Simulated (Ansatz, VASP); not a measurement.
## One calculation of Mo, two programs

INCAR

```
SYSTEM = Mo
ALGO     = Normal         ! electronic algorithm
EDIFF    = 1E-7           ! SCF threshold, eV
ENCUT    = 520            ! plane-wave cutoff, eV
GGA      = RE             ! functional
ISIF     = 2              ! what is computed and relaxed
ISMEAR   = -1             ! smearing method
LASPH    = .TRUE.         ! aspherical terms in the spheres
LCHARG   = .FALSE.        ! write CHGCAR
LREAL    = .FALSE.        ! projectors in reciprocal space
LWAVE    = .FALSE.        ! write WAVECAR
NBANDS   = 13             ! bands
NELM     = 100            ! most SCF steps
PREC     = Accurate       ! precision mode
SIGMA    = 0.1            ! smearing width, eV
```

The input KPOINTS:

```
k-points
0
G
  23 23 23
  0 0 0
```

Contents of POSCAR:

```
Mo
1.0
   -1.5864531609      1.5864531609      1.5864531609
    1.5864531609     -1.5864531609      1.5864531609
    1.5864531609      1.5864531609     -1.5864531609
Mo
1
Direct
    0.0000000000      0.0000000000      0.0000000000
```

Input for Ansatz:

```yaml
crystal:
  lattice:
    - [-1.5864531609, 1.5864531609, 1.5864531609]
    - [1.5864531609, -1.5864531609, 1.5864531609]
    - [1.5864531609, 1.5864531609, -1.5864531609]
  atoms:
    - { symbol: Mo, position: [0.0, 0.0, 0.0] }
hamiltonian:
  xc: revpbe
  pseudopotentials:
    kind: paw
    azcp:
      Mo: "pseudopotentials/Mo.paw.azcp"
basis:
  ecutwfc: 420
  fft_grid_basis: typed
kpoints:
  mp_grid: { grid: [23, 23, 23], shift: [0, 0, 0] }
magnetization:
  spin_polarized: false
scf:
  occupations: { method: fermi_dirac, width: 0.1 }
output:
  stress: true
```

Alike in both runs: task single point; functional revPBE; k mesh 23 × 23 × 23; occupations fermi-dirac, width 0.1 eV; no spin polarisation.

|  | VASP | Ansatz |
| --- | --- | --- |
| version | VASP 6.6.1 | Ansatz 0.2.0 |
| potentials or method | VASP PAW PBE potentials, release 64 (Mo_sv), cutoff 520 eV | plane waves (420 eV) with PAW, scalar-relativistic |
| valence electrons in the cell | 14 | 14 |

VASP gave:

- pressure (GPa): 0.1

Problem. Estimate Ansatz's values.

Solution. Pressure (GPa): -0.4.

VASP's potentials were made for PBE, not for revPBE. With one functional, cell and mesh, what is left measures potentials, basis and numerics.
